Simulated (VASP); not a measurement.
A run of VASP 6.6.1 is set up as follows.

Contents of INCAR:

```
PREC = Accurate ; ENCUT = 500
EDIFF = 1E-6 ; ISMEAR = -1
SIGMA = 0.05 ; LREAL = False
LASPH = True ; NELM = 120
ALGO = Normal ; ISIF = 2
LWAVE = False ; LCHARG = False
GGA = PE ; NBANDS = 14
GGA_COMPAT = False
```

File KPOINTS:

```
Automatic mesh
0
Gamma
  14 14 14
```

Contents of POSCAR:

```
Rh
1.0
    0.0000000000      1.9150000000      1.9150000000
    1.9150000000      0.0000000000      1.9150000000
    1.9150000000      1.9150000000      0.0000000000
Rh
1
Direct
    0.0000000000      0.0000000000      0.0000000000
```

Potentials or basis: VASP PAW PBE potentials, release 64 (Rh_pv).

Run with:

```sh
$ cat potpaw_PBE.64/Rh_pv/POTCAR > POTCAR
$ mpirun -np 1 vasp_std > vasp.out
```

Question: Estimate the pressure.

Answer: 0.2 GPa.
